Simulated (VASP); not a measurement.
# Ca3Y3Au (Pm-3m) in VASP: single point with PBE

Aim: the single point of Ca3Y3Au with PBE.

Everything below comes from runs of VASP 6.6.1. Logs are shortened: lines on timing, memory, paths and dates and some standing lists are left out, and cuts for length are marked.

## (1) The cell of the first run

The structure is cubic, space group Pm-3m (No. 221). The conventional cell has a = 5.566 Å, b = 5.566 Å, c = 5.566 Å, α = 90.00°, β = 90.00°, γ = 90.00°. Ca (site symmetry 4/mmm) has 4 Y at 2.78 Å within 3.7 Å. Y (site symmetry 4/mmm) has 4 Ca at 2.78 Å and 2 Au at 2.78 Å within 3.7 Å. Within 3.7 Å of Au (site symmetry m-3m) lie 6 Y at 2.78 Å.

The cell was generated, and may not be a known phase.

## (2) Single point, PBE

Contents of INCAR:

```
SYSTEM = Ca3Y3Au
PREC = Accurate ; ENCUT = 520
EDIFF = 1E-7 ; ISMEAR = 0
SIGMA = 0.1 ; LREAL = .FALSE.
LASPH = .TRUE. ; NELM = 100
ALGO = Fast ; ISIF = 2
LWAVE = .FALSE. ; LCHARG = .FALSE.
GGA = PE ; NBANDS = 46
```

Contents of KPOINTS:

```
Automatic mesh
0
G
  4 4 4
  0 0 0
```

Contents of POSCAR:

```
Ca3Y3Au
1.0
    5.5655835400      0.0000000000      0.0000000000
    0.0000000000      5.5655835400      0.0000000000
    0.0000000000      0.0000000000      5.5655835400
Ca Y Au
3 3 1
Direct
    0.0000000000      0.5000000000      0.0000000000
    0.5000000000      0.0000000000      0.0000000000
    0.0000000000      0.0000000000      0.5000000000
    0.0000000000      0.5000000000      0.5000000000
    0.5000000000      0.5000000000      0.0000000000
    0.5000000000      0.0000000000      0.5000000000
    0.5000000000      0.5000000000      0.5000000000
```

Potentials or basis: VASP PAW PBE potentials, release 64 (Ca_sv, Y_sv, Au).

On the command line:

```
$ cat potpaw_PBE.64/Ca_sv/POTCAR potpaw_PBE.64/Y_sv/POTCAR potpaw_PBE.64/Au/POTCAR > POTCAR
$ mpirun -np 1 vasp_std > vasp.out
```

OUTCAR:

```text
SYSTEM = Ca3Y3Au
   PREC = Accurate
   ENCUT = 520
   EDIFF = 1E-7
   ISMEAR = 0
   LREAL = .FALSE.
   LASPH = .TRUE.
   NELM = 100
   ISIF = 2
   GGA = PE

 ion  position               nearest neighbor table
   1  0.000  0.500  0.000-   4 2.78   5 2.78   4 2.78   5 2.78
   2  0.500  0.000  0.000-   5 2.78   6 2.78   6 2.78   5 2.78
   3  0.000  0.000  0.500-   4 2.78   6 2.78   4 2.78   6 2.78
   4  0.000  0.500  0.500-   1 2.78   3 2.78   7 2.78   1 2.78   3 2.78   7 2.78   5 3.94   5 3.94
                             6 3.94   5 3.94   6 3.94   6 3.94   5 3.94   6 3.94
   5  0.500  0.500  0.000-   1 2.78   2 2.78   7 2.78   7 2.78   2 2.78   1 2.78   6 3.94   6 3.94
                             4 3.94   6 3.94   6 3.94   4 3.94   4 3.94   4 3.94
   6  0.500  0.000  0.500-   2 2.78   3 2.78   7 2.78   2 2.78   7 2.78   3 2.78   5 3.94   4 3.94
                             5 3.94   4 3.94   5 3.94   5 3.94   4 3.94   4 3.94
   7  0.500  0.500  0.500-   4 2.78   5 2.78   6 2.78   5 2.78   6 2.78   4 2.78

  LATTYP: Found a simple cubic cell.
 ALAT       =     5.5655835400

  Lattice vectors:

 A1 = (   5.5655835400,   0.0000000000,   0.0000000000)
 A2 = (   0.0000000000,   5.5655835400,   0.0000000000)
 A3 = (   0.0000000000,   0.0000000000,   5.5655835400)

Analysis of symmetry for initial positions (statically):
=====================================================================
 Subroutine PRICEL returns:
 Original cell was already a primitive cell.

 Routine SETGRP: Setting up the symmetry group for a
 simple cubic supercell.

 Subroutine GETGRP returns: Found 48 space group operations
 (whereof 48 operations were pure point group operations)
 out of a pool of 48 trial point group operations.

The static configuration has the point symmetry O_h .

Analysis of symmetry for dynamics (positions and initial velocities):
=====================================================================
 Subroutine PRICEL returns:
 Original cell was already a primitive cell.

 Routine SETGRP: Setting up the symmetry group for a
 simple cubic supercell.

 Subroutine GETGRP returns: Found 48 space group operations
 (whereof 48 operations were pure point group operations)
 out of a pool of 48 trial point group operations.

The dynamic configuration has the point symmetry O_h .

 Subroutine INISYM returns: Found 48 space group operations
 (whereof 48 operations are pure point group operations),
 and found     1 'primitive' translations

----------------------------------------------------------------------------------------

                                     Primitive cell

  volume of cell :     172.3980

  direct lattice vectors                    reciprocal lattice vectors
     5.565583540  0.000000000  0.000000000     0.179675679  0.000000000  0.000000000
     0.000000000  5.565583540  0.000000000     0.000000000  0.179675679  0.000000000
     0.000000000  0.000000000  5.565583540     0.000000000  0.000000000  0.179675679

  length of vectors
     5.565583540  5.565583540  5.565583540     0.179675679  0.179675679  0.179675679

  position of ions in fractional coordinates (direct lattice)
     0.000000000  0.500000000  0.000000000
     0.500000000  0.000000000  0.000000000
     0.000000000  0.000000000  0.500000000
     0.000000000  0.500000000  0.500000000
     0.500000000  0.500000000  0.000000000
     0.500000000  0.000000000  0.500000000
     0.500000000  0.500000000  0.500000000

  ion indices of the primitive-cell ions
   primitive index   ion index
                 1           1
                 2           2
                 3           3
                 4           4
                 5           5
                 6           6
                 7           7

----------------------------------------------------------------------------------------

 KPOINTS: Automatic mesh

Automatic generation of k-mesh.
 Grid dimensions read from file:
 generate k-points for:    4    4    4

 Generating k-lattice:

  Cartesian coordinates                     Fractional coordinates (reciprocal lattice)
     0.044918920  0.000000000  0.000000000     0.250000000  0.000000000  0.000000000
     0.000000000  0.044918920  0.000000000     0.000000000  0.250000000  0.000000000
     0.000000000  0.000000000  0.044918920     0.000000000  0.000000000  0.250000000

  Length of vectors
     0.044918920  0.044918920  0.044918920

  Shift w.r.t. Gamma in fractional coordinates (k-lattice)
     0.000000000  0.000000000  0.000000000

 Subroutine IBZKPT returns following result:
 ===========================================

 Found     10 irreducible k-points:

 Following reciprocal coordinates:
            Coordinates               Weight
  0.000000  0.000000  0.000000      1.000000
  0.250000  0.000000  0.000000      6.000000
  0.500000  0.000000  0.000000      3.000000
  0.250000  0.250000  0.000000     12.000000
  0.500000  0.250000  0.000000     12.000000
  0.500000  0.500000  0.000000      3.000000
  0.250000  0.250000  0.250000      8.000000
  0.500000  0.250000  0.250000     12.000000
  0.500000  0.500000  0.250000      6.000000
  0.500000  0.500000  0.500000      1.000000
   k-points           NKPTS =     10   k-points in BZ     NKDIM =     10   number of bands    NBANDS=     46
   number of dos      NEDOS =    301   number of ions     NIONS =      7
   total plane-waves  NPLWV =  74088
   dimension x,y,z NGX =    42 NGY =   42 NGZ =   42
   dimension x,y,z NGXF=    84 NGYF=   84 NGZF=   84
   ions per type =               3   3   1
   NGX,Y,Z   is equivalent  to a cutoff of  12.55, 12.55, 12.55 a.u.
   NGXF,Y,Z  is equivalent  to a cutoff of  25.09, 25.09, 25.09 a.u.
 SYSTEM =  Ca3Y3Au
   PREC   = accura    normal or accurate (medium, high low for compatibility)
   ISTART =      0    job   : 0-new  1-cont  2-samecut
   ICHARG =      2    charge: 1-file 2-atom 10-const
   ISPIN  =      1    spin polarized calculation?
   LNONCOLLINEAR =      F non collinear calculations
   LSORBIT =      F    spin-orbit coupling
   LASPH  =      T    aspherical Exc in radial PAW
   ENCUT  =  520.0 eV  38.22 Ry    6.18 a.u.  10.35 10.35 10.35*2*pi/ulx,y,z
   NELM   =    100;   NELMIN=  2; NELMDL= -5     # of ELM steps
   EDIFF  = 0.1E-06   stopping-criterion for ELM
   LREAL  =      F    real-space projection
   EDIFFG = 0.1E-05   stopping-criterion for IOM
   NSW    =      0    number of steps for IOM
   IBRION =     -1    ionic relax: 0-MD 1-quasi-New 2-CG
   NFREE  =      0    steps in history (QN), initial steepest desc. (CG)
   ISIF   =      2    stress and relaxation
   ISYM   =      2    0-nonsym 1-usesym 2-fastsym
   POTIM  = 0.5000    time-step for ionic-motion
   TEBEG  =    0.0;   TEEND  =   0.0 temperature during run
   PSTRESS=    0.0 pullay stress
   NELECT =      74.0000    total number of electrons
   NUPDOWN=      -1.0000    fix difference up-down
   EMIN   =  10.00;   EMAX   =-10.00  energy-range for DOS
   EFERMI =   0.00;   METHOD = LEGACY
   ISMEAR =     0;   SIGMA  =   0.10  broadening in eV -4-tet -1-fermi 0-gaus
   EFERMI_NEDOS =   21; number of points for ismear=-14 and -15
   IALGO  =     68    algorithm
   IMIX   =      4    mixing-type and parameters
     AMIX     =   0.40;   BMIX     =  1.00
     AMIX_MAG =   1.60;   BMIX_MAG =  1.00
  volume/ion in A,a.u.               =      24.63       166.20
  Fermi-wavevector in a.u.,A,eV,Ry     =   1.234927  2.333674 20.749500  1.525045
  Thomas-Fermi vector in A             =   2.369597
   LORBIT       =      0    0 simple, 1 ext, 2 COOP (PROOUT), +10 PAW based schemes
   GGA     = PE    functional components
   LHFCALC =     F    Hartree Fock is set to
   AEXX    =    0.0000 exact exchange contribution
   IVDW    =     0    specifies the selected vdW correction
   LEPSILON=     F    determine dielectric tensor
   LRPA    =     F    only Hartree local field effects (RPA)
 non-spin polarized calculation
 RMM-DIIS sequential band-by-band and
 Gauss-broadening in eV      SIGMA  =   0.10
  energy-cutoff  :      520.00
  volume of cell :      172.40
 maximum number of plane-waves:      4697
 NGX is ok and might be reduce to    42
   NGX = 21   NGY = 21   NGZ = 21

 number of electron      73.9999995 magnetization

 Free energy of the ion-electron system (eV)
  ---------------------------------------------------
  ext. energy  EPLUGINS =         0.00000000
  ---------------------------------------------------
  free energy    TOTEN  =       -21.38539701 eV

  energy without entropy =      -21.36257769  energy(sigma->0) =      -21.37398735

 E-fermi :   4.6815     XC(G=0): -10.0734

 val. band max:        4.6144015566   @ k =   0.5000   0.2500   0.0000
 cond. band min:       4.7462292671   @ k =   0.5000   0.5000   0.2500
 fundamental gap:      0.1318277105
 Fermi energy:         4.6814578579

 k-point     1 :       0.0000    0.0000    0.0000
  band No.  band energies     occupation
      1     -37.9868      2.00000
      2     -37.9297      2.00000
      3     -37.9297      2.00000
      4     -36.3378      2.00000
      5     -36.3378      2.00000
      6     -36.3100      2.00000
[... 38 lines left out ...]
     45       5.2674      0.00000
     46       5.8022      0.00000

 k-point     2 :       0.2500    0.0000    0.0000
  band No.  band energies     occupation
      1     -37.9758      2.00000
      2     -37.9349      2.00000
      3     -37.9243      2.00000
      4     -36.3461      2.00000
      5     -36.3372      2.00000
      6     -36.3185      2.00000
[... 38 lines left out ...]
     45       6.0115      0.00000
     46       6.0115      0.00000

 k-point     3 :       0.5000    0.0000    0.0000
  band No.  band energies     occupation
      1     -37.9575      2.00000
      2     -37.9474      2.00000
      3     -37.9189      2.00000
      4     -36.3543      2.00000
      5     -36.3350      2.00000
      6     -36.3284      2.00000
[... 332 lines left out ...]
     45       7.0652      0.00000
     46       7.1779      0.00000

 k-point    10 :       0.5000    0.5000    0.5000
  band No.  band energies     occupation
      1     -37.9258      2.00000
      2     -37.9258      2.00000
      3     -37.9258      2.00000
      4     -36.3612      2.00000
      5     -36.3612      2.00000
      6     -36.3612      2.00000
[... 38 lines left out ...]
     45       7.4290      0.00000
     46       7.4952      0.00000

------------------------ aborting loop because EDIFF is reached ----------------------------------------

  FORCE on cell =-STRESS in cart. coord.  units (eV):
  Direction    XX          YY          ZZ          XY          YZ          ZX
  --------------------------------------------------------------------------------------
  -------------------------------------------------------------------------------------
  Total       18.5337723     18.5337723     18.5337723      0.0000000     -0.0000000      0.0000000
  in kB      172.2432804    172.2432804    172.2432804      0.0000000     -0.0000000      0.0000000
  external PRESSURE =     172.2432804 kB  Pullay stress =       0.0000000 kB

 VOLUME and BASIS-vectors are now :
 -----------------------------------------------------------------------------
  energy-cutoff  :      520.00
  volume of cell :      172.40
      direct lattice vectors                 reciprocal lattice vectors
     5.565583540  0.000000000  0.000000000     0.179675679  0.000000000  0.000000000
     0.000000000  5.565583540  0.000000000     0.000000000  0.179675679  0.000000000
     0.000000000  0.000000000  5.565583540     0.000000000  0.000000000  0.179675679

 POSITION                                       TOTAL-FORCE (eV/Angst)
 -----------------------------------------------------------------------------------
      0.00000      2.78279      0.00000         0.000000      0.000000      0.000000
      2.78279      0.00000      0.00000         0.000000      0.000000      0.000000
      0.00000      0.00000      2.78279         0.000000      0.000000      0.000000
      0.00000      2.78279      2.78279         0.000000      0.000000      0.000000
      2.78279      2.78279      0.00000         0.000000      0.000000      0.000000
      2.78279      0.00000      2.78279         0.000000      0.000000      0.000000
      2.78279      2.78279      2.78279         0.000000      0.000000      0.000000
 -----------------------------------------------------------------------------------
    total drift:                                0.000000      0.000000     -0.000000

  FREE ENERGIE OF THE ION-ELECTRON SYSTEM (eV)
  ---------------------------------------------------
  free  energy   TOTEN  =       -21.3853970114 eV

  energy  without entropy=      -21.3625776889  energy(sigma->0) =      -21.37398735
```

It took 12 min on 1 thread of Intel Xeon 8259CL, shared host; peak memory 0.32 GiB.

What came out:

- Free energy: -21.3854 eV
- Pressure: 17.2 GPa
- Band gap on the k mesh: zero (bands 37 and 38 overlap by 0.35 eV)

Levels at points of the mesh, in eV from the Fermi level:
| k point | band 33 | band 34 | band 35 | band 36 | band 37 | band 38 | band 39 | band 40 | band 41 | band 42 |
| --- | --- | --- | --- | --- | --- | --- | --- | --- | --- | --- |
| (0.00, 0.00, 0.00) | -1.06 | -1.06 | -0.73 | -0.73 | 0.09 | 0.09 | 0.26 | 0.42 | 0.42 | 0.42 |
| (0.50, 0.00, 0.00) | -1.09 | -1.09 | -0.80 | -0.47 | -0.47 | -0.25 | -0.16 | 0.15 | 0.25 | 0.72 |
| (0.50, 0.50, 0.00) | -1.61 | -1.17 | -1.13 | -0.10 | -0.10 | 0.85 | 1.09 | 1.24 | 1.24 | 1.26 |
| (0.50, 0.50, 0.50) | -2.09 | -1.50 | -0.17 | -0.17 | -0.17 | 1.35 | 1.35 | 1.35 | 1.69 | 1.69 |

Caveat: the cell stands under pressure; spin-orbit coupling is left out, which moves the levels of the heavy elements.

The gap in the log of VASP goes by the Fermi energy; the results here count the filled bands.